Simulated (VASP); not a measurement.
Wanted: the native input for a VASP 6.6.1 run.

| Property | Result |
| --- | --- |
| Task | single point |
| Functional | r2SCAN |
| Potentials or basis | VASP PAW PBE potentials, release 64 (Cd, Se) |
| Cutoff | 550 eV |
| k mesh | 6 × 6 × 6 |
| Occupations | gaussian, width 0.01 eV |
| Spin | non-collinear spin, zero start, spin-orbit coupling |
| Starting moments | [[0.0, 0.0, 0.0], [0.0, 0.0, 0.0]] μB |
| Dipole correction | no |
| Further INCAR settings | ALGO = Normal; EDIFF = 1e-06; NBANDS = 30 |

CdSe:

```
Cd Se
1.0
     0.00000    3.09755    3.02178
     3.09755    0.00000    3.02178
     3.09755    3.09755    0.00000
Cd Se
1 1
Direct
  0.00000 0.00000 0.00000
  0.25000 0.25000 0.25000
```

One way to write it, as run:

POSCAR

```
CdSe
1.0
    0.0000000000      3.0975522809      3.0217780941
    3.0975522809      0.0000000000      3.0217780941
    3.0975522809      3.0975522809      0.0000000000
Cd Se
1 1
Direct
    0.0000000000      0.0000000000      0.0000000000
    0.2500000000      0.2500000000      0.2500000000
```

INCAR.step1

```
SYSTEM = CdSe
PREC = Accurate ; ENCUT = 550
ISMEAR = 0 ; SIGMA = 0.01
LREAL = .False. ; LASPH = .True.
NELM = 200 ; MAGMOM = 0 0 0 0 0 0
LSORBIT = .True. ; GGA_COMPAT = .False.
NBANDS = 30 ; GGA = PE
ALGO = Normal ; EDIFF = 1E-5
LWAVE = .True. ; LCHARG = .False.
```

INCAR.step2

```
SYSTEM = CdSe
PREC = Accurate ; ENCUT = 550
EDIFF = 1E-6 ; ISMEAR = 0
SIGMA = 0.01 ; LREAL = .False.
LASPH = .True. ; NELM = 200
ALGO = Normal ; ISIF = 2
LWAVE = .False. ; LCHARG = .False.
MAGMOM = 0 0 0 0 0 0 ; LORBIT = 11
LSORBIT = .True. ; GGA_COMPAT = .False.
LORBMOM = .True. ; METAGGA = R2SCAN
LMIXTAU = .True. ; NBANDS = 30
ISTART = 1
```

KPOINTS

```
regular mesh
0
Gamma
  6 6 6
  0 0 0
```

Potentials or basis: VASP PAW PBE potentials, release 64 (Cd, Se).

Run with:

```sh
$ cat potpaw_PBE.64/Cd/POTCAR potpaw_PBE.64/Se/POTCAR > POTCAR
$ cp INCAR.step1 INCAR
$ mpirun -np 1 vasp_ncl > vasp.out
$ cp INCAR.step2 INCAR
$ mpirun -np 1 vasp_ncl > vasp.out
```

Results of the run:

```
Pressure                                              : -0.1 GPa
Net moment                                            : 0.00 μB per cell
Valence electrons inside the program's atomic spheres : Cd 10.28; Se 3.90
```

Caveat: the PAW data sets were made with another functional, which shifts forces and pressure a little.

It took 27 min on 1 thread of Oxide Virtual Turin-like Processor (shared host), peak memory 0.49 GiB.
